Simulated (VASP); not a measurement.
Here is a VASP 6.6.1 calculation.

File INCAR:

```
SYSTEM = MoS2
  PREC = Accurate
  ENCUT = 520
  EDIFF = 1E-6
  ISMEAR = -1
  SIGMA = 0.05
  LREAL = .False.
  LASPH = .True.
  NELM = 60
  ALGO = Normal
  ISIF = 2
  LWAVE = .False.
  LCHARG = .True.
  GGA = B5
  ALDAX = 1.0
  AGGAX = 1.0
  AGGAC = 1.0
  ALDAC = 0.0
  LELF = .True.
  LVHAR = .True.
  NBANDS = 35
```

File KPOINTS:

```
Automatic mesh
0
Gamma
  10 10 3
  0 0 0
```

POSCAR

```
MoS2
1.0
    3.2625161848      0.0000000000      0.0000000000
   -1.6312580924      2.8254218963      0.0000000000
    0.0000000000      0.0000000000     19.1703819684
Mo S
2 4
Direct
    0.6666666667      0.3333333333      0.7500000000
    0.3333333333      0.6666666667      0.2500000000
    0.6666666667      0.3333333333      0.3316539883
    0.3333333333      0.6666666667      0.8316539883
    0.6666666667      0.3333333333      0.1683460117
    0.3333333333      0.6666666667      0.6683460117
```

Potentials or basis: VASP PAW PBE potentials, release 64 (Mo_sv, S).

Run with:

```bash
$ cat potpaw_PBE.64/Mo_sv/POTCAR potpaw_PBE.64/S/POTCAR > POTCAR
$ mpirun -np 1 vasp_std > vasp.out
```

Question: Predict the pressure.

Answer: 0.0 GPa.

Question: Estimate the band gap on the k mesh.

Answer: 1.39 eV (least direct gap 1.71 eV).

Question: What does it give for the largest force?

Answer: 0.008 eV/Å.

Forces in eV/Å, atoms in the order of the input:
```
Mo   0.000  0.000  0.000
Mo   0.000  0.000  0.000
S    0.000  0.000  0.008
S    0.000  0.000  0.008
S    0.000  0.000 -0.008
S    0.000  0.000 -0.008
```

Caveat: the PAW data sets were made with another functional, which shifts forces and pressure a little; an odd mesh through Γ misses points on the zone boundary, where band edges can lie.

**What was measured.**

From “Multiwavelength excitation Raman Scattering Analysis of bulk and 2 dimensional MoS2: Vibrational properties of atomically thin MoS2 layers”, 2015, arxiv:1506.03228, for a bulk crystal of MoS2 at 300 K: band gap 1.3 eV (indirect).

A measured gap of MoS2 is 1.3 eV (indirect; 300 K; “Multiwavelength excitation Raman Scattering Analysis of bulk and 2 dimensional MoS2: Vibrational properties of atomically thin MoS2 layers”, 2015, arxiv:1506.03228); the calculated 1.39 eV misses it by +0.09 eV. Spin-orbit coupling on Mo is left out. The value is that of BLYP on a finite k mesh, which can miss the band edges, without temperature or zero-point motion.
